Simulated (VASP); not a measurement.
# SiC (P1) in VASP: a series of runs

Runs on SiC. Level: r2SCAN. Tasks: single point.

Everything below comes from runs of VASP 6.6.1. Logs are shortened: lines on timing, memory, paths and dates and some standing lists are left out, and cuts for length are marked.

### Step 1. The cell of the first run

The typed cell holds 32 atoms: a = 6.155 Å, b = 6.155 Å, c = 10.077 Å, α = 90.00°, β = 90.00°, γ = 120.00°.

### Step 2. Single point, r2SCAN

Contents of POSCAR:

```
SiC
1.0
    6.1551095430      0.0000000000      0.0000000000
   -3.0775547715      5.3304812273      0.0000000000
    0.0000000000      0.0000000000     10.0767208995
Si C
16 16
Direct
    0.3350807825      0.1620279602      0.9347631133
    0.1706097559      0.3330451650      0.4413541909
   -0.0001222582     -0.0050895968      0.6853285974
   -0.0023339972      0.0016516332      0.1900574621
    0.3313386627      0.6666743299      0.9394208785
    0.1711774065      0.8410666521      0.4389395165
    0.0019987126      0.5043212583      0.6847987623
    0.0024748205      0.5021238957      0.1907433995
    0.8262431678      0.1637069831      0.9435144721
    0.6688720854      0.3345093855      0.4349073517
    0.5023243560      0.0068975011      0.6882495873
    0.5000170468      0.0028732865      0.1885148968
    0.8336830134      0.6637215008      0.9393704653
    0.6607511221      0.8305621596      0.4386748471
    0.5074024483      0.5010830891      0.6858840360
    0.4945541339      0.4937130229      0.1871124564
    0.3358831528      0.1669869871      0.7512084611
    0.1646728509      0.3337914391      0.2539964166
   -0.0025191988      0.0035544633      0.5025357009
    0.0005665810     -0.0070168149      0.0072629778
    0.3347029553      0.6688925161      0.7486462189
    0.1671369981      0.8409304543      0.2477409095
    0.0069822164      0.5046474953      0.4945565179
   -0.0128844221      0.4926934151     -0.0019239394
    0.8415846160      0.1584483584      0.7517896025
    0.6725295735      0.3490898702      0.2471522259
    0.5046084005      0.0010222342      0.5033453889
    0.4895985606     -0.0073796339     -0.0018531822
    0.8354451800      0.6679363172      0.7482921354
    0.6604979846      0.8312155716      0.2480801071
    0.4915566198      0.4990887101      0.4960887624
    0.5101298930      0.5046088496     -0.0027289631
```

Contents of INCAR.step1:

```
SYSTEM = SiC
ALGO = Normal
EDIFF = 1E-4
ENCUT = 520
GGA = PE
ISMEAR = -1
LASPH = .TRUE.
LCHARG = .FALSE.
LREAL = Auto
LWAVE = .TRUE.
NBANDS = 86
NELM = 100
PREC = Accurate
SIGMA = 0.039
```

Contents of INCAR.step2:

```
SYSTEM = SiC
ALGO = Normal
EDIFF = 1E-6
ENCUT = 520
ISIF = 2
ISMEAR = -1
ISTART = 1
LASPH = .TRUE.
LCHARG = .TRUE.
LELF = .TRUE.
LMIXTAU = .TRUE.
LREAL = Auto
LVHAR = .TRUE.
LWAVE = .FALSE.
METAGGA = R2SCAN
NBANDS = 86
NELM = 100
PREC = Accurate
SIGMA = 0.039
```

Contents of KPOINTS:

```
k-points
0
G
  3 3 2
  0 0 0
```

Potentials or basis: VASP PAW PBE potentials, release 64 (Si, C).

Started as:

```
> cat potpaw_PBE.64/Si/POTCAR potpaw_PBE.64/C/POTCAR > POTCAR
> cp INCAR.step1 INCAR
> mpirun -np 1 vasp_std > vasp.out
> cp INCAR.step2 INCAR
> mpirun -np 1 vasp_std > vasp.out
```

OUTCAR:

```text
SYSTEM = SiC
   EDIFF = 1E-6
   ENCUT = 520
   ISIF = 2
   ISMEAR = -1
   ISTART = 1
   LASPH = .TRUE.
   LREAL = Auto
   METAGGA = R2SCAN
   NELM = 100
   PREC = Accurate

 ion  position               nearest neighbor table
   1  0.335  0.162  0.935-  28 1.84  17 1.85  20 1.93  32 1.93   9 3.02  11 3.02   5 3.04  13 3.08
                            13 3.08   3 3.08  12 3.09  15 3.09  16 3.10   5 3.12   9 3.14   4 3.14
   2  0.171  0.333  0.441-  31 1.80  19 1.86  23 1.87  18 1.89   6 3.03  14 3.04   3 3.05  15 3.05
                             7 3.05  10 3.06   4 3.09  16 3.09  10 3.09   8 3.10  14 3.12   6 3.13
   3  1.000  0.995  0.685-  25 1.84  19 1.84  29 1.85  17 1.91   7 3.03   6 3.03  15 3.04   2 3.05
                            11 3.06  14 3.07   1 3.08  11 3.10  13 3.11  15 3.12   7 3.13
   4  0.998  0.002  0.190-  20 1.84  22 1.85  18 1.88  30 1.89  16 3.04   9 3.05   8 3.07  12 3.07
                             6 3.08  14 3.08   2 3.09  12 3.09   8 3.09  13 3.10  16 3.11   1 3.14
   5  0.331  0.667  0.939-  28 1.84  32 1.91  21 1.92  24 1.93   1 3.04   9 3.05  13 3.05  16 3.07
                             8 3.08  12 3.08  13 3.10   9 3.10   7 3.11  11 3.11   1 3.12  15 3.14
   6  0.171  0.841  0.439-  23 1.88  27 1.89  19 1.90  22 1.93   3 3.03   2 3.03  14 3.05  10 3.05
                             7 3.06  11 3.07  12 3.07   4 3.08   8 3.09  10 3.11  14 3.11   2 3.13
   7  0.002  0.504  0.685-  29 1.87  21 1.89  23 1.92  25 1.96   3 3.03  15 3.03   2 3.05   6 3.06
                            11 3.07  10 3.08  11 3.09  13 3.10   5 3.11  15 3.12   3 3.13
   8  0.002  0.502  0.191-  26 1.85  18 1.87  22 1.90  24 1.94  10 3.04  16 3.06   4 3.07  12 3.07
                             9 3.08   5 3.08  12 3.08  13 3.09   6 3.09   4 3.09   2 3.10  16 3.10
   9  0.826  0.164  0.944-  24 1.84  28 1.88  25 1.94  20 1.95   1 3.02  12 3.02   5 3.05   4 3.05
                            13 3.06   8 3.08  11 3.10  13 3.10   5 3.10   1 3.14
  10  0.669  0.335  0.435-  26 1.89  23 1.90  27 1.91  31 1.92   8 3.04  12 3.05   6 3.05   2 3.06
                            16 3.07  15 3.07  14 3.08  14 3.08   7 3.08  11 3.09   2 3.09   6 3.11
  11  0.502  0.007  0.688-  17 1.85  27 1.86  21 1.90  25 1.92   1 3.02  15 3.03   3 3.06   7 3.07
                             6 3.07  14 3.08   7 3.09  10 3.09   9 3.10   3 3.10   5 3.11  15 3.13
  12  0.500  0.003  0.189-  30 1.87  22 1.87  28 1.92  26 1.94   9 3.02  16 3.04  10 3.05   4 3.07
                             8 3.07   6 3.07   8 3.08  14 3.08   5 3.08   1 3.09   4 3.09  16 3.12
  13  0.834  0.664  0.939-  32 1.82  24 1.83  20 1.88  29 1.93   5 3.05   9 3.06   1 3.08   1 3.08
                            16 3.08   8 3.09  15 3.09   9 3.10   5 3.10   4 3.10   7 3.10   3 3.11
  14  0.661  0.831  0.439-  31 1.86  27 1.86  19 1.91  30 1.92   2 3.04   6 3.05  15 3.05   3 3.07
                            10 3.08  10 3.08   4 3.08  12 3.08  11 3.08  16 3.11   6 3.11   2 3.12
  15  0.507  0.501  0.686-  29 1.86  17 1.90  31 1.91  21 1.92  11 3.03   7 3.03   3 3.04   2 3.05
                            14 3.05  10 3.07  13 3.09   1 3.09   3 3.12   7 3.12  11 3.13   5 3.14
  16  0.495  0.494  0.187-  26 1.83  18 1.88  30 1.90  32 1.91  12 3.04   4 3.04   8 3.06  10 3.07
                             5 3.07  13 3.08   2 3.09   1 3.10   8 3.10  14 3.11   4 3.11  12 3.12
  17  0.336  0.167  0.751-   1 1.85  11 1.85  15 1.90   3 1.91
  18  0.165  0.334  0.254-   8 1.87  16 1.88   4 1.88   2 1.89
  19  0.997  0.004  0.503-   3 1.84   2 1.86   6 1.90  14 1.91
  20  0.001  0.993  0.007-   4 1.84  13 1.88   1 1.93   9 1.95
  21  0.335  0.669  0.749-   7 1.89  11 1.90  15 1.92   5 1.92
  22  0.167  0.841  0.248-   4 1.85  12 1.87   8 1.90   6 1.93
[... 217 lines left out ...]
   METAGGA = R2SCAN    functional components
   LHFCALC =     F    Hartree Fock is set to
   AEXX    =    0.0000 exact exchange contribution
   IVDW    =     0    specifies the selected vdW correction
   LEPSILON=     F    determine dielectric tensor
   LRPA    =     F    only Hartree local field effects (RPA)
 non-spin polarized calculation
  energy-cutoff  :      520.00
  volume of cell :      330.61
 maximum number of plane-waves:      8977
 NGX is ok and might be reduce to    48
   NGX = 23   NGY = 23   NGZ = 37

 number of electron     127.9999997 magnetization

 Free energy of the ion-electron system (eV)
  ---------------------------------------------------
  ext. energy  EPLUGINS =         0.00000000
  ---------------------------------------------------
  free energy    TOTEN  =      -308.28300361 eV

  energy without entropy =     -308.28300361  energy(sigma->0) =     -308.28300361

 E-fermi :   8.9673     XC(G=0): -11.9369

 val. band max:        8.1279538067   @ k =   0.0000   0.0000   0.0000
 cond. band min:      10.5235887191   @ k =   0.0000   0.0000   0.0000
 fundamental gap:      2.3956349125
 Fermi energy:         8.9672689969

 k-point     1 :       0.0000    0.0000    0.0000
  band No.  band energies     occupation
      1      -8.2245      2.00000
      2      -7.0445      2.00000
      3      -6.9154      2.00000
      4      -4.8441      2.00000
      5      -4.7467      2.00000
      6      -4.6861      2.00000
[... 779 lines left out ...]
     75      14.0845      0.00000
     76      14.1412      0.00000
 [bands above 76 left out]

------------------------ aborting loop because EDIFF is reached ----------------------------------------

  FORCE on cell =-STRESS in cart. coord.  units (eV):
  Direction    XX          YY          ZZ          XY          YZ          ZX
  --------------------------------------------------------------------------------------
  -------------------------------------------------------------------------------------
  Total        2.9245521      0.2691516     -0.6440310     -1.0053500     -0.1405057      0.2064610
  in kB       14.1725668      1.3043258     -3.1210156     -4.8719906     -0.6808997      1.0005233
  external PRESSURE =       4.1186257 kB  Pullay stress =       0.0000000 kB

 VOLUME and BASIS-vectors are now :
 -----------------------------------------------------------------------------
  energy-cutoff  :      520.00
  volume of cell :      330.61
      direct lattice vectors                 reciprocal lattice vectors
     6.155109543  0.000000000  0.000000000     0.162466645  0.093800162  0.000000000
    -3.077554772  5.330481227  0.000000000     0.000000000  0.187600323  0.000000000
     0.000000000  0.000000000 10.076720899     0.000000000  0.000000000  0.099238632

 POSITION                                       TOTAL-FORCE (eV/Angst)
 -----------------------------------------------------------------------------------
      1.56381      0.86369      9.41935        -1.076890      0.645289      0.909866
      0.02516      1.77529      4.44740        -1.251039     -0.156465     -0.853450
      3.09247      5.30335      6.90587         0.106510      0.623945      0.928301
      6.13566      0.00880      1.91516        -0.079153     -0.185150      0.050556
     -0.01230      3.55370      9.46628         0.110103     -1.033897     -0.926799
     -1.53481      4.48329      4.42307        -0.061523     -0.298908     -0.504123
[... 24 lines left out ...]
      1.48961      2.66038      4.99895         1.994819      0.087643      1.160956
      1.58694      2.68981     10.04922        -1.592407     -1.141846      0.655556
 -----------------------------------------------------------------------------------
    total drift:                               -0.004400     -0.018143      0.000171

  FREE ENERGIE OF THE ION-ELECTRON SYSTEM (eV)
  ---------------------------------------------------
  free  energy   TOTEN  =      -308.2830036066 eV

  energy  without entropy=     -308.2830036065  energy(sigma->0) =     -308.28300361
```

OUTCAR.step1:

```text
SYSTEM = SiC
   EDIFF = 1E-4
   ENCUT = 520
   GGA = PE
   ISMEAR = -1
   LASPH = .TRUE.
   LREAL = Auto
   NELM = 100
[... 1105 lines left out ...]
     -1.53481      4.48329      4.42307        -0.062590     -0.255606     -0.487491
[... 24 lines left out ...]
      1.48961      2.66038      4.99895         1.951322      0.088243      1.116403
      1.58694      2.68981     10.04922        -1.545585     -1.109378      0.621398
 -----------------------------------------------------------------------------------
    total drift:                               -0.004260     -0.017121     -0.001804

  FREE ENERGIE OF THE ION-ELECTRON SYSTEM (eV)
  ---------------------------------------------------
  free  energy   TOTEN  =      -240.0150181185 eV

  energy  without entropy=     -240.0150181185  energy(sigma->0) =     -240.01501812
```

It took 34 min on 1 thread of Oxide Virtual Turin-like, shared host; peak memory 0.54 GiB.

What came out:

```
Free energy            : -308.2830 eV
Pressure               : 0.4 GPa
Largest force          : 2.310 eV/Å
Band gap on the k mesh : 2.40 eV
```

Forces on the atoms (eV/Å):
```
Si  -1.077  0.645  0.910
Si  -1.251 -0.156 -0.853
Si   0.107  0.624  0.928
Si  -0.079 -0.185  0.051
Si   0.110 -1.034 -0.927
Si  -0.062 -0.299 -0.504
Si   0.778 -0.913  0.474
Si  -0.184  0.505 -0.740
Si   1.154 -0.818 -1.218
Si  -0.059  0.277  0.217
Si   1.167 -0.769  0.636
Si  -0.237  0.248 -0.384
Si  -0.142  0.795 -0.523
Si   0.378  0.408 -0.572
Si  -1.290  0.058  0.355
Si  -0.316  1.092 -0.506
C   -0.210  0.126 -0.914
C    0.142 -0.195 -0.649
C    0.471 -0.656 -0.688
C   -0.488  0.911 -1.382
C    0.155 -0.001 -0.042
C    0.500 -0.316  0.956
C   -0.792 -0.106  0.964
C    1.579  0.488  1.195
C   -1.572  1.147 -0.132
C    0.379 -1.885  0.579
C   -0.701  0.591 -0.764
C    0.717  0.606  0.983
C    0.283 -0.360  0.175
C    0.137  0.225  0.556
C    1.995  0.088  1.161
C   -1.592 -1.142  0.656
```

Stress tensor (GPa, compression positive):
```
 1.42 -0.49  0.10
-0.49  0.13 -0.07
 0.10 -0.07 -0.31
```

Caveat: the atoms stand as in a frame of molecular dynamics; the PAW data sets were made with another functional, which shifts forces and pressure a little.

### Step 3. Single point, r2SCAN

Contents of POSCAR:

```
SiC
1.0
    6.1551095430      0.0000000000      0.0000000000
   -3.0775547715      5.3304812273      0.0000000000
    0.0000000000      0.0000000000     10.0767208995
Si C
16 16
Direct
    0.3344289179      0.1615931026      0.9340858096
    0.1715043450      0.3335794507      0.4443632055
    0.0039183940     -0.0056118761      0.6841773300
   -0.0071830060      0.0027547231      0.1928574801
    0.3307382541      0.6623655256      0.9393725493
    0.1738805229      0.8476101514      0.4390610839
    0.0051292054      0.5067818242      0.6834885146
    0.0034132144      0.5056513446      0.1927538749
    0.8202615627      0.1577735600      0.9480688307
    0.6723945002      0.3376862094      0.4325260215
    0.5072876359      0.0102724309      0.6901932751
    0.4997118170      0.0045656291      0.1887371913
    0.8334899111      0.6616488924      0.9409627491
    0.6554509004      0.8290998151      0.4386160978
    0.5122885348      0.5038925916      0.6846869204
    0.4924741605      0.4889824931      0.1852236475
    0.3342790516      0.1663808505      0.7496614301
    0.1644015884      0.3360563378      0.2548473879
   -0.0019622094      0.0034970576      0.5008772249
    0.0010881346     -0.0068695486      0.0089265150
    0.3372309197      0.6686448836      0.7477746060
    0.1695730793      0.8478386486      0.2497401709
    0.0070607229      0.5096235938      0.4909967289
   -0.0129203222      0.4911194484      0.0007308925
    0.8457140890      0.1553460119      0.7533994516
    0.6751392252      0.3518091369      0.2452351340
    0.5087930262      0.0064703351      0.5016602177
    0.4871601445     -0.0092488835     -0.0007968862
    0.8404070665      0.6664640299      0.7493325532
    0.6555440997      0.8288625007      0.2478497742
    0.4946527253      0.4994194495      0.4961666647
    0.5090973355      0.5037284413     -0.0031539030
```

Contents of INCAR.step1:

```
SYSTEM = SiC
  PREC = Accurate
  ENCUT = 520
  ISMEAR = -1
  SIGMA = 0.039
  LREAL = Auto
  LASPH = .True.
  NELM = 60
  NBANDS = 86
  GGA = PE
  ALGO = Normal
  EDIFF = 1E-4
  LWAVE = .True.
  LCHARG = .False.
```

Contents of INCAR.step2:

```
SYSTEM = SiC
  PREC = Accurate
  ENCUT = 520
  EDIFF = 1E-6
  ISMEAR = -1
  SIGMA = 0.039
  LREAL = Auto
  LASPH = .True.
  NELM = 60
  ALGO = Normal
  ISIF = 2
  LWAVE = .False.
  LCHARG = .False.
  METAGGA = R2SCAN
  LMIXTAU = .True.
  NBANDS = 86
  ISTART = 1
```

Contents of KPOINTS:

```
regular mesh
0
Gamma
  3 3 2
  0 0 0
```

Potentials or basis: VASP PAW PBE potentials, release 64 (Si, C).

Started as:

```
> cat potpaw_PBE.64/Si/POTCAR potpaw_PBE.64/C/POTCAR > POTCAR
> cp INCAR.step1 INCAR
> mpirun -np 1 vasp_std > vasp.out
> cp INCAR.step2 INCAR
> mpirun -np 1 vasp_std > vasp.out
```

It took 32 min on 1 thread of Oxide Virtual Turin-like, shared host; peak memory 0.53 GiB.

Results (log left out):

```yaml
Free_energy: -307.9331 eV
Pressure: 0.4 GPa
Largest_force: 2.557 eV/Å
Band_gap_on_the_k_mesh: 2.32 eV
```

Forces on the atoms (eV/Å):
```
Si  -1.209  0.510  0.908
Si  -1.368  0.099 -1.525
Si  -0.279  0.399  1.060
Si   0.384 -0.162 -0.269
Si  -0.269 -0.718 -0.896
Si   0.189 -0.513 -0.677
Si   0.928 -1.329  0.552
Si   0.194  0.772 -0.914
Si   1.789 -0.166 -1.820
Si  -0.237  0.204  0.338
Si   1.197 -0.917  0.102
Si  -0.317  0.093 -0.332
Si   0.085  1.018 -0.592
Si   0.882  0.620 -0.763
Si  -1.240 -0.173  0.658
Si  -0.688  1.538 -0.178
C    0.355  0.418 -0.596
C    0.220 -0.338 -0.443
C    0.083 -0.609 -0.217
C   -0.631  0.642 -1.260
C    0.152  0.170 -0.013
C    0.318 -0.611  0.689
C   -0.261 -0.251  1.620
C    1.496  0.379  0.903
C   -2.003  1.449 -0.152
C    0.188 -2.107  0.841
C   -0.876  0.411 -0.116
C    0.510  0.346  0.790
C   -0.159 -0.163  0.062
C    0.241  0.173  0.571
C    1.703  0.098  1.111
C   -1.378 -1.284  0.558
```

Stress tensor (GPa, compression positive):
```
 2.24 -0.65 -0.01
-0.65 -0.21 -0.20
-0.01 -0.20 -0.68
```

Levels at points of the mesh, in eV from the valence-band top:
```
           k point  band 60  band 61  band 62  band 63  band 64  band 65  band 66  band 67  band 68  band 69
(0.00, 0.00, 0.00)    -0.79    -0.54    -0.13    -0.03     0.00     2.32     2.46     2.53     2.53     2.62
(0.00, 0.00, 0.50)    -0.97    -0.47    -0.36    -0.28    -0.09     2.72     2.77     2.82     2.89     2.97
```

Caveat: the atoms stand as in a frame of molecular dynamics; the PAW data sets were made with another functional, which shifts forces and pressure a little. A k mesh can miss the band edges.
